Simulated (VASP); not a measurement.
RbBr:

```
Rb Br
1.0
     0.00000    3.54319    3.44175
     3.54319    0.00000    3.44175
     3.54319    3.54319    0.00000
Rb Br
1 1
Direct
  0.00000 0.00000 0.00000
  0.50000 0.50000 0.50000
```

This cell differs from its parent crystal: epitaxial xy strain +2.4%.

Base run:

| Quantity | Value |
| --- | --- |
| Program | VASP 6.6.1 |
| Functional | r2SCAN |
| Potentials or basis | VASP PAW PBE potentials, release 64 (Rb_sv, Br) |
| Cutoff | 520 eV |
| k mesh | 6 × 6 × 6 |
| Occupations | gaussian, width 0.01 eV |
| Spin | no spin polarisation |

Its results: band gap on the k mesh 4.77 eV; pressure -0.5 GPa.

**Question.** The run is repeated on the same cell with these changes: functional from r2SCAN to HSE06; k mesh from 6 × 6 × 6 to 4 × 4 × 4. What comes out?

**Answer.** Band gap on the k mesh 5.32 eV; pressure -0.2 GPa.

Several settings changed at once.

Caveats: the PAW data sets were made with another functional, which shifts forces and pressure a little.

